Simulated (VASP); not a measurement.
A run of VASP 6.6.1 is set up as follows.

Contents of INCAR:

```
SYSTEM = CoO
ALGO = Normal ; EDIFF = 1E-7
ENCUT = 520 ; GGA = PE
ISIF = 2 ; ISMEAR = -1
ISPIN = 2 ; LASPH = .True.
LCHARG = .False. ; LMAXMIX = 4
LORBIT = 11 ; LREAL = .False.
LWAVE = .False. ; MAGMOM = 2 0
NBANDS = 18 ; NELM = 150
PREC = Accurate ; SIGMA = 0.05
```

Contents of KPOINTS:

```
k-points
0
Gamma
  11 11 10
  0 0 0
```

The input POSCAR:

```
CoO
1.0
    2.8656707157      0.0000000000      0.0000000000
   -1.4328404237      2.4817440913      0.0000000000
    0.0000000000      0.0000000000      2.7575362126
Co O
1 1
Direct
    0.0000000000      0.0000000000      0.5000000000
    0.6666700000      0.3333300000      0.0000000000
```

Potentials or basis: VASP PAW PBE potentials, release 64 (Co, O).

Launch:

```bash
$ cat potpaw_PBE.64/Co/POTCAR potpaw_PBE.64/O/POTCAR > POTCAR
$ mpirun -np 1 vasp_std > vasp.out
```

What does it give for the net moment?

3.00 μB per cell.

What does it give for the band gap on the k mesh?

Zero (filled and empty bands overlap).

What does it give for the pressure?

-7.0 GPa.

Stress tensor (GPa, compression positive):
```
-6.14  0.00  0.00
 0.00 -6.14  0.00
 0.00  0.00 -8.64
```

Caveat: a cell with one magnetic atom can't hold antiferromagnetic order, which such compounds often take; semilocal functionals often make such compounds metallic where correlation or magnetic order opens a gap, which also shifts bond lengths.
